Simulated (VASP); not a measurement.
Input of a VASP 6.6.1 run:

File INCAR:

```
ALGO = Normal
EDIFF = 1E-6
ENCUT = 600
GGA = PE
GGA_COMPAT = F
ISIF = 2
ISMEAR = -1
LASPH = T
LCHARG = F
LREAL = F
LWAVE = F
NBANDS = 16
NELM = 120
PREC = Accurate
SIGMA = 0.02
```

The input KPOINTS:

```
k-points
0
Gamma
  8 8 8
```

Contents of POSCAR:

```
CdO
1.0
    0.0000000000      2.3351749583      2.3351749583
    2.3351749583      0.0000000000      2.3351749583
    2.3351749583      2.3351749583      0.0000000000
Cd O
1 1
Direct
    0.0000000000      0.0000000000      0.0000000000
    0.5000000000      0.5000000000      0.5000000000
```

Potentials or basis: VASP PAW PBE potentials, release 64 (Cd, O).

Command:

```bash
$ cat potpaw_PBE.64/Cd/POTCAR potpaw_PBE.64/O/POTCAR > POTCAR
$ mpirun -np 1 vasp_std > vasp.out
```

Question: Estimate the pressure.

Answer: 10.5 GPa.

Question: Estimate the band gap on the k mesh.

Answer: Zero (bands 9 and 10 overlap by 0.39 eV).

Caveat: the cell stands under pressure; semilocal functionals underestimate gaps, so a narrow gap can read as zero.
